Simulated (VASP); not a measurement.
**Rb2NaGaCl6: single point with LDA**

Rb2NaGaCl6:

```
CELL_PARAMETERS angstrom
0.00000 4.94781 4.94781
4.94781 0.00000 4.94781
4.94781 4.94781 0.00000
ATOMIC_POSITIONS crystal
Rb 0.75000 0.75000 0.75000
Rb 0.25000 0.25000 0.25000
Na 0.50000 0.50000 0.50000
Ga 0.00000 0.00000 0.00000
Cl 0.76424 0.23576 0.23576
Cl 0.23576 0.23576 0.76424
Cl 0.23576 0.76424 0.76424
Cl 0.23576 0.76424 0.23576
Cl 0.76424 0.23576 0.76424
Cl 0.76424 0.76424 0.23576
```

```
Program             : VASP 6.6.1
Task                : single point
Functional          : LDA
Potentials or basis : VASP PAW LDA potentials, release 64 (Rb_sv, Na_pv, Ga_d, Cl)
Cutoff              : 520 eV
k mesh              : 3 × 3 × 3
Occupations         : fermi-dirac, width 0.1 eV
Spin                : no spin polarisation
```

The pressure is 0.0 GPa and the largest force is 0.009 eV/Å. The band gap on the k mesh is 2.82 eV, direct.

Forces in eV/Å, atoms in the order of the input:
```
Rb   0.000  0.000  0.000
Rb   0.000  0.000  0.000
Na   0.000  0.000  0.000
Ga   0.000  0.000  0.000
Cl   0.009  0.000  0.000
Cl   0.000  0.000  0.009
Cl  -0.009  0.000  0.000
Cl   0.000  0.009  0.000
Cl   0.000 -0.009  0.000
Cl   0.000  0.000 -0.009
```

Levels at points of the mesh, in eV from the valence-band top:
| k point | band 38 | band 39 | band 40 | band 41 | band 42 | band 43 |
| --- | --- | --- | --- | --- | --- | --- |
| (0.00, 0.00, 0.00) | 0.00 | 0.00 | 0.00 | 2.82 | 5.35 | 6.46 |

Run time: 45 s on 1 thread of AMD EPYC 9R45 96-Core Processor (Zen 5), on a shared host, peak memory 0.3 GiB.
